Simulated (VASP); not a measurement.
# BaSi4 in VASP: notebook

Runs on BaSi4. Level: PBE. Tasks: single point, relaxation of cell and atoms.

Everything below comes from runs of VASP 6.6.1. Logs are shortened: lines on timing, memory, paths and dates and some standing lists are left out, and cuts for length are marked.

## (1) The cell of the first run

The structure is tetragonal, space group P4mm (No. 99). The conventional cell has a = 4.259 Å, b = 4.259 Å, c = 3.785 Å, α = 90.00°, β = 90.00°, γ = 90.00°. Within 3.4 Å of Ba (site symmetry 4mm) lie 8 Si at 2.57 Å. Si (site symmetry m) has 2 Si at 0.98 Å within 1.3 Å.

The cell was generated, and may not be a known phase.

## (2) Single point, PBE

Contents of INCAR:

```
ALGO = Normal
EDIFF = 1E-7
ENCUT = 520
GGA = PE
ISIF = 2
ISMEAR = 0
LASPH = True
LCHARG = True
LELF = True
LREAL = False
LVHAR = True
LWAVE = False
NBANDS = 21
NELM = 100
PREC = Accurate
SIGMA = 0.1
```

Contents of KPOINTS:

```
k-points
0
Gamma
  4 4 4
```

Contents of POSCAR:

```
BaSi4
1.0
    4.2590913000      0.0000000000      0.0000000000
    0.0000000000      4.2590913000      0.0000000000
    0.0000000000      0.0000000000      3.7853080500
Ba Si
1 4
Direct
    0.5000000000      0.5000000000      0.7472310600
    0.1626461600      0.0000000000      0.7316441100
    0.8373538400      0.0000000000      0.7316441100
    0.0000000000      0.1626461600      0.7316441100
    0.0000000000      0.8373538400      0.7316441100
```

Potentials or basis: VASP PAW PBE potentials, release 64 (Ba_sv, Si).

Command:

```
cat potpaw_PBE.64/Ba_sv/POTCAR potpaw_PBE.64/Si/POTCAR > POTCAR
mpirun -np 1 vasp_std > vasp.out
```

OUTCAR:

```text
EDIFF = 1E-7
   ENCUT = 520
   GGA = PE
   ISIF = 2
   ISMEAR = 0
   LASPH = True
   LREAL = False
   NELM = 100
   PREC = Accurate

 ion  position               nearest neighbor table
   1  0.500  0.500  0.747-   2 2.57   3 2.57   4 2.57   5 2.57   2 2.57   3 2.57   4 2.57   5 2.57
                             4 3.54   5 3.54   4 3.54   3 3.54   2 3.54   2 3.54   3 3.54   5 3.54
   2  0.163  0.000  0.732-   4 0.98   5 0.98   3 1.39   1 2.57   1 2.57   3 2.87   1 3.54   1 3.54

   3  0.837  0.000  0.732-   4 0.98   5 0.98   2 1.39   1 2.57   1 2.57   2 2.87   1 3.54   1 3.54

   4  0.000  0.163  0.732-   2 0.98   3 0.98   5 1.39   1 2.57   1 2.57   5 2.87   1 3.54   1 3.54

   5  0.000  0.837  0.732-   2 0.98   3 0.98   4 1.39   1 2.57   1 2.57   4 2.87   1 3.54   1 3.54

 -----------------------------------------------------------------------------
|                                                                             |
|           W    W    AA    RRRRR   N    N  II  N    N   GGGG   !!!           |
|           W    W   A  A   R    R  NN   N  II  NN   N  G    G  !!!           |
|           W    W  A    A  R    R  N N  N  II  N N  N  G       !!!           |
|           W WW W  AAAAAA  RRRRR   N  N N  II  N  N N  G  GGG   !            |
|           WW  WW  A    A  R   R   N   NN  II  N   NN  G    G                |
|           W    W  A    A  R    R  N    N  II  N    N   GGGG   !!!           |
|                                                                             |
|     The distance between some ions is very small. Please check the          |
|     nearest-neighbor list in the OUTCAR file.                               |
|     I HOPE YOU KNOW WHAT YOU ARE DOING!                                     |
|                                                                             |
 -----------------------------------------------------------------------------

  LATTYP: Found a simple tetragonal cell.
 ALAT       =     4.2590913000
 C/A-ratio  =     0.8887595460

  Lattice vectors:

 A1 = (   4.2590913000,   0.0000000000,   0.0000000000)
 A2 = (   0.0000000000,   4.2590913000,   0.0000000000)
 A3 = (   0.0000000000,   0.0000000000,   3.7853080500)

Analysis of symmetry for initial positions (statically):
=====================================================================
 Subroutine PRICEL returns:
 Original cell was already a primitive cell.

 Routine SETGRP: Setting up the symmetry group for a
 simple tetragonal supercell.

 Subroutine GETGRP returns: Found  8 space group operations
 (whereof  8 operations were pure point group operations)
 out of a pool of 16 trial point group operations.

The static configuration has the point symmetry C_4v.

Analysis of symmetry for dynamics (positions and initial velocities):
=====================================================================
 Subroutine PRICEL returns:
 Original cell was already a primitive cell.

 Routine SETGRP: Setting up the symmetry group for a
 simple tetragonal supercell.

 Subroutine GETGRP returns: Found  8 space group operations
 (whereof  8 operations were pure point group operations)
 out of a pool of 16 trial point group operations.

The dynamic configuration has the point symmetry C_4v.

 Subroutine INISYM returns: Found  8 space group operations
 (whereof  8 operations are pure point group operations),
 and found     1 'primitive' translations

----------------------------------------------------------------------------------------

                                     Primitive cell

  volume of cell :      68.6650

  direct lattice vectors                    reciprocal lattice vectors
     4.259091300  0.000000000  0.000000000     0.234791867  0.000000000  0.000000000
     0.000000000  4.259091300  0.000000000     0.000000000  0.234791867  0.000000000
     0.000000000  0.000000000  3.785308050     0.000000000  0.000000000  0.264179292

  length of vectors
     4.259091300  4.259091300  3.785308050     0.234791867  0.234791867  0.264179292

  position of ions in fractional coordinates (direct lattice)
     0.500000000  0.500000000  0.747231060
     0.162646160  0.000000000  0.731644110
     0.837353840  0.000000000  0.731644110
     0.000000000  0.162646160  0.731644110
     0.000000000  0.837353840  0.731644110

  ion indices of the primitive-cell ions
   primitive index   ion index
                 1           1
                 2           2
                 3           3
                 4           4
                 5           5

----------------------------------------------------------------------------------------

 KPOINTS: k-points

Automatic generation of k-mesh.
 Grid dimensions read from file:
 generate k-points for:    4    4    4

 Generating k-lattice:

  Cartesian coordinates                     Fractional coordinates (reciprocal lattice)
     0.058697967  0.000000000  0.000000000     0.250000000  0.000000000  0.000000000
     0.000000000  0.058697967  0.000000000     0.000000000  0.250000000  0.000000000
     0.000000000  0.000000000  0.066044823     0.000000000  0.000000000  0.250000000

  Length of vectors
     0.058697967  0.058697967  0.066044823

  Shift w.r.t. Gamma in fractional coordinates (k-lattice)
     0.000000000  0.000000000  0.000000000

 Subroutine IBZKPT returns following result:
 ===========================================

 Found     18 irreducible k-points:

 Following reciprocal coordinates:
            Coordinates               Weight
  0.000000  0.000000  0.000000      1.000000
  0.250000  0.000000  0.000000      4.000000
  0.500000  0.000000  0.000000      2.000000
  0.250000  0.250000  0.000000      4.000000
  0.500000  0.250000  0.000000      4.000000
  0.500000  0.500000  0.000000      1.000000
[... 10 lines left out ...]
  0.500000  0.250000  0.500000      4.000000
  0.500000  0.500000  0.500000      1.000000
   k-points           NKPTS =     18   k-points in BZ     NKDIM =     18   number of bands    NBANDS=     21
   number of dos      NEDOS =    301   number of ions     NIONS =      5
   total plane-waves  NPLWV =  28672
   dimension x,y,z NGX =    32 NGY =   32 NGZ =   28
   dimension x,y,z NGXF=    64 NGYF=   64 NGZF=   56
   ions per type =               1   4
   NGX,Y,Z   is equivalent  to a cutoff of  12.49, 12.49, 12.30 a.u.
   NGXF,Y,Z  is equivalent  to a cutoff of  24.98, 24.98, 24.59 a.u.
 SYSTEM =  unknown system
   PREC   = accura    normal or accurate (medium, high low for compatibility)
   ISTART =      0    job   : 0-new  1-cont  2-samecut
   ICHARG =      2    charge: 1-file 2-atom 10-const
   ISPIN  =      1    spin polarized calculation?
   LNONCOLLINEAR =      F non collinear calculations
   LSORBIT =      F    spin-orbit coupling
   LASPH  =      T    aspherical Exc in radial PAW
   ENCUT  =  520.0 eV  38.22 Ry    6.18 a.u.   7.92  7.92  7.04*2*pi/ulx,y,z
   NELM   =    100;   NELMIN=  2; NELMDL= -5     # of ELM steps
   EDIFF  = 0.1E-06   stopping-criterion for ELM
   LREAL  =      F    real-space projection
   EDIFFG = 0.1E-05   stopping-criterion for IOM
   NSW    =      0    number of steps for IOM
   IBRION =     -1    ionic relax: 0-MD 1-quasi-New 2-CG
   NFREE  =      0    steps in history (QN), initial steepest desc. (CG)
   ISIF   =      2    stress and relaxation
   ISYM   =      2    0-nonsym 1-usesym 2-fastsym
   POTIM  = 0.5000    time-step for ionic-motion
   TEBEG  =    0.0;   TEEND  =   0.0 temperature during run
   PSTRESS=    0.0 pullay stress
   NELECT =      26.0000    total number of electrons
   NUPDOWN=      -1.0000    fix difference up-down
   EMIN   =  10.00;   EMAX   =-10.00  energy-range for DOS
   EFERMI =   0.00;   METHOD = LEGACY
   ISMEAR =     0;   SIGMA  =   0.10  broadening in eV -4-tet -1-fermi 0-gaus
   EFERMI_NEDOS =   21; number of points for ismear=-14 and -15
   IALGO  =     38    algorithm
   IMIX   =      4    mixing-type and parameters
     AMIX     =   0.40;   BMIX     =  1.00
     AMIX_MAG =   1.60;   BMIX_MAG =  1.00
  volume/ion in A,a.u.               =      13.73        92.67
  Fermi-wavevector in a.u.,A,eV,Ry     =   1.184370  2.238136 19.085347  1.402733
  Thomas-Fermi vector in A             =   2.320586
   LORBIT       =      0    0 simple, 1 ext, 2 COOP (PROOUT), +10 PAW based schemes
   GGA     = PE    functional components
   LHFCALC =     F    Hartree Fock is set to
   AEXX    =    0.0000 exact exchange contribution
   IVDW    =     0    specifies the selected vdW correction
   LEPSILON=     F    determine dielectric tensor
   LRPA    =     F    only Hartree local field effects (RPA)
 non-spin polarized calculation
 Gauss-broadening in eV      SIGMA  =   0.10
  energy-cutoff  :      520.00
  volume of cell :       68.66
 maximum number of plane-waves:      1868
 NGX is ok and might be reduce to    32
   NGX = 15   NGY = 15   NGZ = 15

 number of electron      26.0000000 magnetization

 Free energy of the ion-electron system (eV)
  ---------------------------------------------------
  ext. energy  EPLUGINS =         0.00000000
  ---------------------------------------------------
  free energy    TOTEN  =       250.09764676 eV

  energy without entropy =      250.11490356  energy(sigma->0) =      250.10627516

 E-fermi :   8.8511     XC(G=0): -10.6683

 val. band max:        8.7597733419   @ k =   0.2500   0.0000   0.2500
 cond. band min:       8.8520649171   @ k =   0.2500   0.0000   0.5000
 fundamental gap:      0.0922915752
 Fermi energy:         8.8510764603

 k-point     1 :       0.0000    0.0000    0.0000
  band No.  band energies     occupation
      1     -18.5249      2.00000
      2      -5.7807      2.00000
      3      -5.2768      2.00000
      4      -5.2768      2.00000
      5      -3.7064      2.00000
      6      -2.9667      2.00000
[... 13 lines left out ...]
     20      16.1846      0.00000
     21      17.0339      0.00000

 k-point     2 :       0.2500    0.0000    0.0000
  band No.  band energies     occupation
      1     -18.4748      2.00000
      2      -6.5870      2.00000
      3      -5.7485      2.00000
      4      -5.1022      2.00000
      5      -3.0156      2.00000
      6      -1.9879      2.00000
[... 376 lines left out ...]
 k-point    18 :       0.5000    0.5000    0.5000
  band No.  band energies     occupation
      1     -18.2498      2.00000
      2      -6.1581      2.00000
      3      -6.1581      2.00000
      4      -6.0645      2.00000
      5      -3.9036      2.00000
      6      -3.5284      2.00000
[... 13 lines left out ...]
     20      14.3853      0.00000
     21      14.3853      0.00000

------------------------ aborting loop because EDIFF is reached ----------------------------------------

  FORCE on cell =-STRESS in cart. coord.  units (eV):
  Direction    XX          YY          ZZ          XY          YZ          ZX
  --------------------------------------------------------------------------------------
  -------------------------------------------------------------------------------------
  Total      403.7186050    403.7186050      1.4720033      0.0000000      0.0000000      0.0000000
  in kB     9420.0719109   9420.0719109     34.3466378      0.0000000      0.0000000      0.0000000
  external PRESSURE =    6291.4968199 kB  Pullay stress =       0.0000000 kB

 VOLUME and BASIS-vectors are now :
 -----------------------------------------------------------------------------
  energy-cutoff  :      520.00
  volume of cell :       68.66
      direct lattice vectors                 reciprocal lattice vectors
     4.259091300  0.000000000  0.000000000     0.234791867  0.000000000  0.000000000
     0.000000000  4.259091300  0.000000000     0.000000000  0.234791867  0.000000000
     0.000000000  0.000000000  3.785308050     0.000000000  0.000000000  0.264179292

 POSITION                                       TOTAL-FORCE (eV/Angst)
 -----------------------------------------------------------------------------------
      2.12955      2.12955      2.82850         0.000000      0.000000      0.627114
      0.69272      0.00000      2.76950       269.149362     -0.000000     -0.156779
      3.56637      0.00000      2.76950      -269.149362      0.000000     -0.156779
      0.00000      0.69272      2.76950         0.000000    269.149362     -0.156779
      0.00000      3.56637      2.76950         0.000000   -269.149362     -0.156779
 -----------------------------------------------------------------------------------
    total drift:                               -0.000000     -0.000000      0.000061

  FREE ENERGIE OF THE ION-ELECTRON SYSTEM (eV)
  ---------------------------------------------------
  free  energy   TOTEN  =       250.0976467557 eV

  energy  without entropy=      250.1149035558  energy(sigma->0) =      250.10627516
```

Run time: 11 s. Hardware: 1 thread of Intel Xeon 6975P-C (Granite Rapids), shared host; peak memory 0.18 GiB.

The run converged, but its numbers aren't listed here, since they failed a check.

Caveat: the k points lie up to 0.41 Å⁻¹ apart, too coarse for converged energies and pressures of a metal; atoms lie so close that the PAW spheres overlap strongly, which falsifies energies and pressures; spin-orbit coupling is left out, which moves the levels of the heavy elements; forces of over 1 eV/Å act on the atoms, so gaps and moduli don't describe the material at rest.

(Part 1 of 2 ends here.)
